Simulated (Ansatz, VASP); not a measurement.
**CuCl: VASP beside Ansatz**

```
CELL_PARAMETERS angstrom
0.00000 2.67876 2.67876
2.67876 0.00000 2.67876
2.67876 2.67876 0.00000
ATOMIC_POSITIONS crystal
Cu 0.00000 0.00000 0.00000
Cl 0.25000 0.25000 0.25000
```

Alike in both runs: task single point; functional r2SCAN; k mesh 6 × 6 × 6; no spin polarisation.

|  | VASP | Ansatz |
| --- | --- | --- |
| version | VASP 6.6.1 | Ansatz 0.2.0 |
| potentials or method | VASP PAW PBE potentials, release 64 (Cu, Cl) | plane waves, PAW |
| plane-wave cutoff (eV) | 660 | 500 |
| occupations | gaussian, width 0.01 eV | fixed |
| valence electrons in the cell | 18 | 26 |

```tsv
	VASP	Ansatz	Ansatz less VASP
gap on the k mesh at the Fermi level (eV)	0.95	0.97	+0.015
```

VASP's potentials were made for PBE, not for r2SCAN. VASP's potentials hold 18 valence electrons a cell and Ansatz's 26, so a difference there can come from the potentials and not from the codes.
